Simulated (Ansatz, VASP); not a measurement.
BAs in VASP and in Ansatz

INCAR

```
SYSTEM = BAs
  PREC = Accurate
  ENCUT = 500
  EDIFF = 1E-6
  ISMEAR = 0
  SIGMA = 0.02
  LREAL = .FALSE.
  LASPH = .TRUE.
  NELM = 120
  ALGO = Normal
  ISIF = 2
  LWAVE = .FALSE.
  LCHARG = .FALSE.
  GGA = PE
  NBANDS = 11
  GGA_COMPAT = .FALSE.
```

Contents of KPOINTS:

```
regular mesh
0
G
  10 10 10
  0 0 0
```

File POSCAR:

```
BAs
1.0
    0.0000000000      2.3803251356      2.3803251356
    2.3803251356      0.0000000000      2.3803251356
    2.3803251356      2.3803251356      0.0000000000
B As
1 1
Direct
    0.0000000000      0.0000000000      0.0000000000
    0.2500000000      0.2500000000      0.2500000000
```

Input for Ansatz:

```yaml
crystal:
  lattice:
    - [0.0, 2.3803251356, 2.3803251356]
    - [2.3803251356, 0.0, 2.3803251356]
    - [2.3803251356, 2.3803251356, 0.0]
  atoms:
    - { symbol: B, position: [0.0, 0.0, 0.0] }
    - { symbol: As, position: [0.25, 0.25, 0.25] }
basis:
  ecutwfc: 420
kpoints:
  mp_grid: { grid: [10, 10, 10] }
hamiltonian:
  xc: pbe
scf:
  occupations: { method: gaussian, width: 0.02 }
output:
  forces: true
  stress: true
  eigenvalues: true
```

Alike in both runs: task single point; functional PBE; k mesh 10 × 10 × 10; occupations gaussian, width 0.02 eV; no spin polarisation.

|  | VASP | Ansatz |
| --- | --- | --- |
| version | VASP 6.6.1 | Ansatz 0.2.0 |
| potentials or method | VASP PAW PBE potentials, release 64 (B, As), cutoff 500 eV | scalar-relativistic, plane waves, PAW |
| valence electrons in the cell | 8 | 18 |

|  | VASP | Ansatz | Ansatz less VASP |
| --- | --- | --- | --- |
| gap on the k mesh at the Fermi level (eV) | 1.16 | 1.17 | +0.009 |
| least direct gap on the mesh (eV) | 3.29 | 3.29 | +0.005 |
| pressure (GPa) | 5.0 | 4.3 | -0.69 |

VASP's potentials hold 8 valence electrons a cell and Ansatz's 18, so a difference there can come from the potentials and not from the codes.
